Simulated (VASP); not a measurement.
A run of VASP 6.6.1 is set up as follows.

INCAR

```
ALGO     = Normal         # electronic algorithm
EDIFF    = 1E-8           # SCF threshold, eV
ENCUT    = 520            # plane-wave cutoff, eV
ISIF     = 2              # what is computed and relaxed
ISMEAR   = 0              # smearing method
LASPH    = True           # aspherical terms in the spheres
LCALCEPS = True         
LCHARG   = False          # write CHGCAR
LMIXTAU  = True         
LREAL    = False          # projectors in reciprocal space
LWAVE    = False          # write WAVECAR
METAGGA  = R2SCAN         # meta-GGA
NELM     = 80             # most SCF steps
PREC     = Accurate       # precision mode
SIGMA    = 0.01           # smearing width, eV
```

KPOINTS

```
k-points
0
Gamma
  8 8 8
```

POSCAR

```
SiC
1.0
    0.0000000000      2.1344913040      2.1344913040
    2.1344913040      0.0000000000      2.1344913040
    2.1344913040      2.1344913040      0.0000000000
Si C
1 1
Direct
    0.0000000000      0.0000000000      0.0000000000
    0.2500000000      0.2500000000      0.2500000000
```

Potentials or basis: VASP PAW PBE potentials, release 64 (Si, C).

Launch:

```sh
$ cat potpaw_PBE.64/Si/POTCAR potpaw_PBE.64/C/POTCAR > POTCAR
$ mpirun -np 1 vasp_std > vasp.out
```

Q: Estimate the electronic dielectric tensor (diagonal).

A: 6.34.

Q: Predict the Born charges (mean of the diagonal).

A: Si +2.74; C -2.74 e.

Q: What does it give for the band gap on the k mesh?

A: 1.68 eV (least direct gap 5.14 eV).

Dipole moments of the cell (e·Å, modulo the quantum): ionic 4.269, 4.269, 4.269; electronic 0.002, 0.002, 0.008

Caveat: the cell differs from its parent crystal (strain -2.0%). A k mesh can miss the band edges.
